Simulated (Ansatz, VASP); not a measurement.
C in VASP and in Ansatz

```
C
1.0
     0.00000    2.14827    3.34800
     1.24028    0.00000    3.34800
     1.24028    2.14827    0.00000
C
2
Cartesian
  1.2403 0.7161 3.3480
  1.2403 3.5804 3.3480
```

Change from the starting cell: equal xx and yy strain of +1 %, PAW files.

Alike in both runs: task electric field gradients; functional PBE; k mesh 18 × 18 × 18; occupations fermi-dirac, width 0.05 eV; no spin polarisation.

|  | VASP | Ansatz |
| --- | --- | --- |
| version | VASP 6.6.1 | Ansatz 0.2.0 |
| potentials or method | VASP PAW PBE potentials, release 64 (C) | PAW with Ansatz's default frozen-core files, scalar-relativistic |
| plane-wave cutoff (eV) | 520 | 420 |
| valence electrons in the cell | 8 | 8 |

|  | VASP | Ansatz | Ansatz less VASP |
| --- | --- | --- | --- |
| pressure (GPa) | -3.1 | -3.6 | -0.45 |
| traceless stress, the component that is largest in VASP (GPa) | 7.02 | 7.52 | +0.505 |
| size of Vzz on the site where it differs most (V/Å²) | 29.4 | 22.1 | -7.25 |
